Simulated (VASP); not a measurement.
Wanted: the native input for a VASP 6.6.1 run.

```
Task                   : single point
Functional             : PBE
Potentials or basis    : VASP PAW PBE potentials, release 64 (Ni)
Cutoff                 : 520 eV
k mesh                 : 13 × 13 × 13
Occupations            : gaussian, width 0.02 eV
Spin                   : collinear spin, ferromagnetic start
Starting moments       : [1.0] μB
Dipole correction      : no
Further INCAR settings : ALGO = Fast; EDIFF = 1e-06; NBANDS = 15
```

The structure of Ni lies in POSCAR:

```
Ni
1.0
   -1.3837154700      1.3837154700      1.3837154700
    1.3837154700     -1.3837154700      1.3837154700
    1.3837154700      1.3837154700     -1.3837154700
Ni
1
Direct
    0.0000000000      0.0000000000      0.0000000000
```

The input as run:

INCAR

```
ALGO = Fast
EDIFF = 1E-6
ENCUT = 520
GGA = PE
ISIF = 2
ISMEAR = 0
ISPIN = 2
LASPH = T
LCHARG = F
LMAXMIX = 4
LORBIT = 11
LREAL = F
LWAVE = F
MAGMOM = 1
NBANDS = 15
NELM = 150
PREC = Accurate
SIGMA = 0.02
```

KPOINTS

```
k-points
0
Gamma
  13 13 13
```

Potentials or basis: VASP PAW PBE potentials, release 64 (Ni).

Command:

```console
$ cat potpaw_PBE.64/Ni/POTCAR > POTCAR
$ mpirun -np 1 vasp_std > vasp.out
```

Results of the run:

| Property | Result |
| --- | --- |
| Pressure | 7.6 GPa |
| Net moment | 0.59 μB per cell |
| Site moments | Ni +0.60 μB |
| Valence electrons inside the program's atomic spheres | Ni 9.36 |

Run time: 66 s on 1 thread of Intel Xeon 6975P-C, with other jobs on the host, peak memory 0.11 GiB.
